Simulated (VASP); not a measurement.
# Si2Mo in VASP: a series of runs

Runs on Si2Mo. Level: PBE. Tasks: relaxation of shape and atoms at fixed volume, single point.

All numbers are computed with VASP 6.6.1; they aren't measurements. Logs are shortened: lines on timing, memory, paths and dates and some standing lists are left out, and cuts for length are marked.

## (1) The cell of the first run

The structure is tetragonal, space group I4/mmm (No. 139). The conventional cell has a = 3.293 Å, b = 3.293 Å, c = 8.039 Å, α = 90.00°, β = 90.00°, γ = 90.00°. Si (site symmetry 4mm) has 9 Si at 2.64 to 3.29 Å and 5 Mo at 2.68 to 2.70 Å within 3.5 Å. Within 3.5 Å of Mo (site symmetry 4/mmm) lie 10 Si at 2.68 to 2.70 Å and 4 Mo at 3.29 Å.

## (2) Relaxation of shape and atoms at fixed volume, PBE (volume scaled by 1.070)

File INCAR:

```
PREC = Accurate
ENCUT = 600
EDIFF = 1E-6
ISMEAR = 0
SIGMA = 0.05
LREAL = False
LASPH = True
NELM = 60
ALGO = Normal
ISIF = 4
LWAVE = False
LCHARG = False
GGA = PE
IBRION = 2
NSW = 60
EDIFFG = -0.01
```

File KPOINTS:

```
regular mesh
0
Gamma
  14 14 14
```

File POSCAR:

```
Si2Mo
1.0
   -1.6466049105      1.6466049105      4.0195268633
    1.6466049105     -1.6466049105      4.0195268633
    1.6466049105      1.6466049105     -4.0195268633
Si Mo
2 1
Direct
    0.3357809915      0.3357809915      0.0000000000
    0.6642190085      0.6642190085      0.0000000000
    0.0000000000      0.0000000000      0.0000000000
```

Potentials or basis: VASP PAW PBE potentials, release 64 (Si, Mo_sv).

On the command line:

```sh
$ cat potpaw_PBE.64/Si/POTCAR potpaw_PBE.64/Mo_sv/POTCAR > POTCAR
$ mpirun -np 1 vasp_std > vasp.out
```

OUTCAR:

```text
PREC = Accurate
   ENCUT = 600
   EDIFF = 1E-6
   ISMEAR = 0
   LREAL = False
   LASPH = True
   NELM = 60
   ISIF = 4
   GGA = PE
   IBRION = 2
   NSW = 60
   EDIFFG = -0.01

 ion  position               nearest neighbor table
   1  0.336  0.336  0.000-   2 2.64   3 2.68   3 2.68   3 2.68   3 2.68   3 2.70   2 2.71   2 2.71
                             2 2.71   2 2.71
   2  0.664  0.664  0.000-   1 2.64   3 2.68   3 2.68   3 2.68   3 2.68   3 2.70   1 2.71   1 2.71
                             1 2.71   1 2.71
   3  0.000  0.000  0.000-   2 2.68   2 2.68   2 2.68   1 2.68   2 2.68   1 2.68   1 2.68   1 2.68
                             1 2.70   2 2.70

  LATTYP: Found a body centered tetragonal cell.
 ALAT       =     3.2932098210
 C/A-ratio  =     2.4410997670

  Lattice vectors:

 A1 = (  -1.6466049105,   1.6466049105,   4.0195268633)
 A2 = (   1.6466049105,  -1.6466049105,   4.0195268633)
 A3 = (   1.6466049105,   1.6466049105,  -4.0195268633)

Analysis of symmetry for initial positions (statically):
=====================================================================
 Subroutine PRICEL returns:
 Original cell was already a primitive cell.

 Routine SETGRP: Setting up the symmetry group for a
 body centered tetragonal supercell.

 Subroutine GETGRP returns: Found 16 space group operations
 (whereof 16 operations were pure point group operations)
 out of a pool of 16 trial point group operations.

The static configuration has the point symmetry D_4h.

Analysis of symmetry for dynamics (positions and initial velocities):
=====================================================================
 Subroutine PRICEL returns:
 Original cell was already a primitive cell.

 Routine SETGRP: Setting up the symmetry group for a
 body centered tetragonal supercell.

 Subroutine GETGRP returns: Found 16 space group operations
 (whereof 16 operations were pure point group operations)
 out of a pool of 16 trial point group operations.

The dynamic configuration has the point symmetry D_4h.

 Subroutine INISYM returns: Found 16 space group operations
 (whereof 16 operations are pure point group operations),
 and found     1 'primitive' translations

----------------------------------------------------------------------------------------

                                     Primitive cell

  volume of cell :      43.5927

[... 106 lines left out ...]
   EFERMI_NEDOS =   21; number of points for ismear=-14 and -15
   IALGO  =     38    algorithm
   IMIX   =      4    mixing-type and parameters
     AMIX     =   0.40;   BMIX     =  1.00
     AMIX_MAG =   1.60;   BMIX_MAG =  1.00
  volume/ion in A,a.u.               =      14.53        98.06
  Fermi-wavevector in a.u.,A,eV,Ry     =   1.303400  2.463069 23.114289  1.698852
  Thomas-Fermi vector in A             =   2.434405
   LORBIT       =      0    0 simple, 1 ext, 2 COOP (PROOUT), +10 PAW based schemes
   GGA     = PE    functional components
   LHFCALC =     F    Hartree Fock is set to
   AEXX    =    0.0000 exact exchange contribution
   IVDW    =     0    specifies the selected vdW correction
   LEPSILON=     F    determine dielectric tensor
   LRPA    =     F    only Hartree local field effects (RPA)
 conjugate gradient relaxation of ions
 non-spin polarized calculation
 Gauss-broadening in eV      SIGMA  =   0.05
  energy-cutoff  :      600.00
  volume of cell :       43.59
 maximum number of plane-waves:      1493
 NGX is ok and might be reduce to    40

--------------------------------------- Ionic step        1  -------------------------------------------

 number of electron      22.0000000 magnetization

 Free energy of the ion-electron system (eV)
  ---------------------------------------------------
  ext. energy  EPLUGINS =         0.00000000
  ---------------------------------------------------
  free energy    TOTEN  =       -23.15153051 eV

  energy without entropy =      -23.15104826  energy(sigma->0) =      -23.15128939

------------------------ aborting loop because EDIFF is reached ----------------------------------------

  FORCE on cell =-STRESS in cart. coord.  units (eV):
  Direction    XX          YY          ZZ          XY          YZ          ZX
  --------------------------------------------------------------------------------------
  -------------------------------------------------------------------------------------
  Total       -3.1659205     -3.1659205     -3.3431876      0.0000000      0.0000000      0.0000000
  in kB     -116.3581620   -116.3581620   -122.8733209      0.0000000      0.0000000      0.0000000
  external PRESSURE =    -118.5298816 kB  Pullay stress =       0.0000000 kB
[... 98 lines left out ...]
--------------------------------------- Ionic step        4  -------------------------------------------

 number of electron      22.0000000 magnetization

 Free energy of the ion-electron system (eV)
  ---------------------------------------------------
  ext. energy  EPLUGINS =         0.00000000
  ---------------------------------------------------
  free energy    TOTEN  =       -23.15188035 eV

  energy without entropy =      -23.15140302  energy(sigma->0) =      -23.15164169

 E-fermi :  11.1014     XC(G=0): -12.0498

 val. band max:       10.9797879056   @ k =  -0.3571  -0.4286   0.3571
 cond. band min:      11.1080711837   @ k =  -0.2857  -0.3571   0.2857
 fundamental gap:      0.1282832781
 Fermi energy:        11.1013705608

 k-point     1 :       0.0000    0.0000    0.0000
  band No.  band energies     occupation
      1     -49.7388      2.00000
      2     -23.8308      2.00000
      3     -23.8075      2.00000
      4     -23.8075      2.00000
      5      -1.7018      2.00000
      6       5.1715      2.00000
      7       7.6141      2.00000
      8       8.3804      2.00000
      9       8.6894      2.00000
     10       8.6894      2.00000
     11      11.3716      0.00000
     12      13.7910      0.00000
     13      14.2775      0.00000
     14      14.2775      0.00000
[... 401 lines left out ...]
      2     -23.9158      2.00000
      3     -23.8309      2.00000
      4     -23.8204      2.00000
      5       0.0824      2.00000
      6       4.0180      2.00000
      7       6.3814      2.00000
      8       7.9454      2.00000
      9       8.6398      2.00000
     10       9.0517      2.00000
     11       9.4751      2.00000
     12      12.7275      0.00000
     13      13.0821      0.00000
     14      14.3905      0.00000
     15      15.4891      0.00000

 [... further k-points ...]
[... 5 lines left out ...]
  --------------------------------------------------------------------------------------
  -------------------------------------------------------------------------------------
  Total       -3.2065848     -3.2065848     -3.1952433      0.0000000     -0.0000000      0.0000000
  in kB     -117.8527098   -117.8527098   -117.4358723      0.0000000     -0.0000000      0.0000000
  external PRESSURE =    -117.7137639 kB  Pullay stress =       0.0000000 kB
[... 18 lines left out ...]
  FREE ENERGIE OF THE ION-ELECTRON SYSTEM (eV)
  ---------------------------------------------------
  free  energy   TOTEN  =       -23.1518803547 eV

  energy  without entropy=      -23.1514030246  energy(sigma->0) =      -23.15164169

 reached required accuracy - stopping structural energy minimisation
```

OSZICAR:

```text
N       E                     dE             d eps       ncg     rms          rms(c)
DAV:   1     0.135386210243E+03    0.13539E+03   -0.12233E+04  7320   0.154E+03
DAV:   2    -0.203257297334E+02   -0.15571E+03   -0.15390E+03  8790   0.354E+02
DAV:   3    -0.241103659924E+02   -0.37846E+01   -0.37392E+01 10029   0.482E+01
DAV:   4    -0.241306039104E+02   -0.20238E-01   -0.20233E-01  8097   0.416E+00
[... 24 lines left out ...]
DAV:   1    -0.231519349975E+02   -0.88560E-04   -0.31545E-03  8517   0.487E-01    0.413E-02
DAV:   2    -0.231518920902E+02    0.42907E-04   -0.12521E-04  8944   0.859E-02    0.211E-02
DAV:   3    -0.231518815325E+02    0.10558E-04   -0.33146E-05  9063   0.427E-02    0.830E-03
DAV:   4    -0.231518803567E+02    0.11758E-05   -0.52467E-06  7750   0.167E-02    0.286E-03
DAV:   5    -0.231518803547E+02    0.19786E-08   -0.37634E-07  3828   0.448E-03
   4 F= -.23151880E+02 E0= -.23151642E+02  d E =-.340183E-04
```

CONTCAR:

```text
Si2Mo
   1.00000000000000
    -1.6476491158664117    1.6476491158664117    4.0144336896631732
     1.6476491158664117   -1.6476491158664117    4.0144336896631732
     1.6476491158664117    1.6476491158664117   -4.0144336896631732
  Si              Mo
     2     1
Direct
     0.3362491997655492    0.3362491997655492    0.0000000000000000
     0.6637508002344508    0.6637508002344508    0.0000000000000000
     0.0000000000000000    0.0000000000000000    1.0000000000000000

  0.00000000E+00  0.00000000E+00  0.00000000E+00
  0.00000000E+00  0.00000000E+00  0.00000000E+00
  0.00000000E+00  0.00000000E+00  0.00000000E+00
```

Run time: 6.5 min. Hardware: 1 thread of Intel Xeon 6975P-C (Granite Rapids), shared host; peak memory 0.39 GiB.

What came out:

* Free energy: -23.1519 eV
* Energy gained by relaxing: 0.1 meV/atom
* Ionic steps: 4
* Pressure after relaxing: -11.8 GPa
* Band gap on the k mesh: zero (band 11 reaches 11.46 eV, above the bottom of band 12 at 10.60 eV)

Step by step:
| step | energy change (eV) | largest force (eV/Å) | pressure (GPa) | volume (Å³) |
| --- | --- | --- | --- | --- |
| 1 | 0.0000 | 0.0627 | -11.85 | 43.59 |
| 2 | -0.0003 | 0.0110 | -11.77 | 43.59 |
| 3 | -0.0003 | 0.0168 | -11.78 | 43.59 |
| 4 | -0.0003 | 0.0016 | -11.77 | 43.59 |

Final structure:
```xyz
3
Lattice="-1.6476 1.6476 4.0144 1.6476 -1.6476 4.0144 1.6476 1.6476 -4.0144" Properties=species:S:1:pos:R:3 pbc="T T T"
Si    0.0000    0.0000    2.6997
Si    0.0000    0.0000    5.3292
Mo    1.6476    1.6476   -4.0144
```

Caveat: the cell differs from its parent crystal (volume scaled by 1.070).

## (3) Single point, PBE (atom 2 (Si) moved 0.12 Å along y)

File INCAR:

```
PREC = Accurate
ENCUT = 520
EDIFF = 1E-7
ISMEAR = 0
SIGMA = 0.05
LREAL = F
LASPH = T
NELM = 80
ALGO = Normal
ISIF = 2
LWAVE = F
LCHARG = F
GGA = PE
NBANDS = 18
```

KPOINTS is that of step 2.

File POSCAR:

```
Si2Mo
1.0
   -1.6085189520      1.6085189520      3.9365666220
    1.6085189520     -1.6085189520      3.9365666220
    1.6085189520      1.6085189520     -3.9365666220
Si Mo
2 1
Direct
    0.3351149525      0.3351149525      0.0000000000
    0.7021864420      0.6648850475      0.0373013945
    0.0000000000      0.0000000000      0.0000000000
```

Potentials or basis: VASP PAW PBE potentials, release 64 (Si, Mo_sv).

On the command line:

```sh
$ cat potpaw_PBE.64/Si/POTCAR potpaw_PBE.64/Mo_sv/POTCAR > POTCAR
$ mpirun -np 1 vasp_std > vasp.out
```

Run time: 7.1 min. Hardware: 1 thread of Intel Xeon 6975P-C (Granite Rapids), shared host; peak memory 0.61 GiB.

The run converged. Its results:

```
Free energy            : -23.2065 eV
Pressure               : 0.8 GPa
Largest force          : 0.915 eV/Å
Band gap on the k mesh : zero (band 11 reaches 12.49 eV, above the bottom of band 12 at 11.65 eV)
```

Forces on the atoms (eV/Å):
```
Si   0.000  0.356  0.062
Si   0.000 -0.913  0.050
Mo   0.000  0.557 -0.112
```

Stress tensor (GPa, compression positive):
```
 1.28  0.00  0.00
 0.00  0.59 -0.76
 0.00 -0.76  0.68
```

Levels at points of the mesh, in eV from the Fermi level:
| k point | band 9 | band 10 | band 11 | band 12 | band 13 | band 14 |
| --- | --- | --- | --- | --- | --- | --- |
| (0.00, 0.00, 0.00) | -2.66 | -2.59 | 0.31 | 2.83 | 3.13 | 3.46 |
| (0.50, 0.00, 0.00) | -2.69 | -2.53 | -0.53 | 2.18 | 3.46 | 3.82 |
| (0.00, 0.50, 0.00) | -2.66 | -2.48 | -0.53 | 2.16 | 3.04 | 3.91 |
| (0.00, 0.50, 0.50) | -2.60 | -2.51 | -0.57 | 2.17 | 2.61 | 3.98 |
| (0.50, 0.50, 0.00) | -4.43 | -3.03 | -1.26 | 2.22 | 2.61 | 3.02 |
| (0.50, 0.50, 0.50) | -0.67 | -0.60 | -0.55 | -0.46 | 0.48 | 4.64 |

Caveat: the cell differs from its parent crystal (atom 2 (Si) moved 0.12 Å along y).

## (4) Single point, PBE (atom 2 (Si) moved 0.08 Å along y)

File INCAR:

```
SYSTEM = Si2Mo
PREC     = Accurate       ! precision mode
ENCUT    = 520            ! plane-wave cutoff, eV
EDIFF    = 1E-6           ! SCF threshold, eV
ISMEAR   = 0              ! smearing method
SIGMA    = 0.05           ! smearing width, eV
LREAL    = .FALSE.        ! projectors in reciprocal space
LASPH    = .TRUE.         ! aspherical terms in the spheres
NELM     = 80             ! most SCF steps
ALGO     = Normal         ! electronic algorithm
ISIF     = 2              ! what is computed and relaxed
LWAVE    = .FALSE.        ! write WAVECAR
LCHARG   = .TRUE.         ! write CHGCAR
GGA      = PE             ! functional
LELF     = .TRUE.         ! ELF
LVHAR    = .TRUE.       
NBANDS   = 18             ! bands
```

File KPOINTS:

```
regular mesh
0
G
  14 14 14
  0 0 0
```

Edit POSCAR of step 3 so:

```diff
@@ -9,3 +9,3 @@
     0.3351149525      0.3351149525      0.0000000000
-    0.7021864420      0.6648850475      0.0373013945
+    0.6897526438      0.6648850475      0.0248675963
     0.0000000000      0.0000000000      0.0000000000
```

On the command line:

```sh
$ cat potpaw_PBE.64/Si/POTCAR potpaw_PBE.64/Mo_sv/POTCAR > POTCAR
$ mpirun -np 1 vasp_std > vasp.out
```

Run time: 6 min. Hardware: 1 thread of Intel Xeon 6975P-C (Granite Rapids), shared host; peak memory 0.62 GiB.

It converged, with:

| Property | Result |
| --- | --- |
| Free energy | -23.2369 eV |
| Pressure | 0.5 GPa |
| Largest force | 0.609 eV/Å |
| Band gap on the k mesh | zero (band 11 reaches 12.50 eV, above the bottom of band 12 at 11.61 eV) |

Forces on the atoms (eV/Å):
```
Si   0.000  0.237  0.026
Si   0.000 -0.609  0.024
Mo   0.000  0.372 -0.050
```

Stress tensor (GPa, compression positive):
```
 0.67  0.00  0.00
 0.00  0.35 -0.50
 0.00 -0.50  0.37
```

Levels at points of the mesh, in eV from the Fermi level:
```tsv
k point	band 7	band 8	band 9	band 10	band 11	band 12	band 13	band 14	band 15	band 16
(0.00, 0.00, 0.00)	-3.47	-3.04	-2.64	-2.61	0.31	2.93	3.15	3.44	3.54	3.99
(0.50, 0.00, 0.00)	-4.86	-4.44	-2.65	-2.54	-0.53	2.17	3.32	3.85	4.20	5.27
(0.00, 0.50, 0.00)	-4.94	-4.50	-2.63	-2.52	-0.53	2.16	3.04	3.92	4.13	5.36
(0.00, 0.50, 0.50)	-5.05	-4.53	-2.59	-2.54	-0.55	2.17	2.74	3.98	4.06	5.59
(0.50, 0.50, 0.00)	-5.71	-5.17	-4.43	-3.04	-1.26	2.22	2.62	3.04	3.28	4.72
(0.50, 0.50, 0.50)	-3.51	-2.21	-0.63	-0.60	-0.54	-0.50	0.46	4.64	4.92	5.96
```

Caveat: the cell differs from its parent crystal (atom 2 (Si) moved 0.08 Å along y).

## (5) Single point, PBE (volume scaled by 0.945)

File INCAR:

```
SYSTEM = Si2Mo
ALGO     = Normal         ! electronic algorithm
EDIFF    = 1E-6           ! SCF threshold, eV
ENCUT    = 520            ! plane-wave cutoff, eV
GGA      = PE             ! functional
ISIF     = 2              ! what is computed and relaxed
ISMEAR   = 0              ! smearing method
LASPH    = .TRUE.         ! aspherical terms in the spheres
LCHARG   = .TRUE.         ! write CHGCAR
LELF     = .TRUE.         ! ELF
LREAL    = .FALSE.        ! projectors in reciprocal space
LVHAR    = .TRUE.       
LWAVE    = .FALSE.        ! write WAVECAR
NBANDS   = 18             ! bands
NELM     = 100            ! most SCF steps
PREC     = Accurate       ! precision mode
SIGMA    = 0.05           ! smearing width, eV
```

File KPOINTS:

```
k-points
0
G
  14 14 14
  0 0 0
```

File POSCAR:

```
Si2Mo
1.0
   -1.5761412836      1.5761412836      3.8744627478
    1.5761412836     -1.5761412836      3.8744627478
    1.5761412836      1.5761412836     -3.8744627478
Si Mo
2 1
Direct
    0.3343270572      0.3343270572      0.0000000000
    0.6656729428      0.6656729428      0.0000000000
    0.0000000000      0.0000000000      0.0000000000
```

On the command line:

```sh
$ cat potpaw_PBE.64/Si/POTCAR potpaw_PBE.64/Mo_sv/POTCAR > POTCAR
$ mpirun -np 1 vasp_std > vasp.out
```

Wall time 3.9 min (1 thread of Intel Xeon Platinum 8259CL at 2.50GHz (Skylake/Cascade Lake), shared host); peak memory 0.31 GiB.

Results (log left out):

| Item | Value |
| --- | --- |
| Free energy | -23.1717 eV |
| Pressure | 13.3 GPa |
| Largest force | 0.015 eV/Å |
| Band gap on the k mesh | zero (band 11 reaches 13.47 eV, above the bottom of band 12 at 12.47 eV) |

Forces in eV/Å, atoms in the order of the input:
```
Si   0.000  0.000 -0.015
Si   0.000  0.000  0.015
Mo   0.000  0.000  0.000
```

Stress tensor (GPa, compression positive):
```
13.31  0.00  0.00
 0.00 13.31  0.00
 0.00  0.00 13.14
```

Levels at points of the mesh, in eV from the Fermi level:
```tsv
k point	band 7	band 8	band 9	band 10	band 11	band 12	band 13	band 14	band 15	band 16
(0.00, 0.00, 0.00)	-3.44	-3.30	-2.79	-2.79	0.37	2.96	3.38	3.67	3.67	4.25
(0.50, 0.00, 0.00)	-5.17	-4.66	-2.79	-2.72	-0.60	2.39	3.13	4.27	4.35	5.55
(0.50, 0.50, 0.00)	-5.90	-5.25	-4.66	-3.29	-1.22	2.45	2.89	3.21	3.38	4.78
(0.50, 0.50, 0.50)	-3.81	-2.39	-0.66	-0.66	-0.51	-0.51	0.52	4.79	5.62	5.97
```

Caveat: the cell differs from its parent crystal (volume scaled by 0.945).

## (6) The runs side by side

```csv
task,cell,cutoff (eV),gap on the mesh (eV),pressure (GPa),largest force (eV/Å)
relaxation of shape and atoms at fixed volume,"relaxed from a = 4.645 Å, angles 138.5, 138.5, 60.2°, 3 atoms",600,none,-11.8,-
single point,"a = 4.547 Å, angles 138.6, 138.6, 60.0°, 3 atoms",520,none,0.5,0.61
single point,"a = 4.470 Å, angles 138.7, 138.7, 59.8°, 3 atoms",520,none,13.3,0.02
```

Some of these runs hold the atoms at other places in the same cell, which the table doesn't show; runs alike in all that it shows share one row.

Alike in all rows: level PBE; potentials or basis VASP PAW PBE potentials, release 64 (Si, Mo_sv); no spin polarisation; k mesh 14 × 14 × 14; smearing gaussian 0.05 eV.

Total energies depend on the potentials used, so only differences within one code and one set of settings carry meaning.
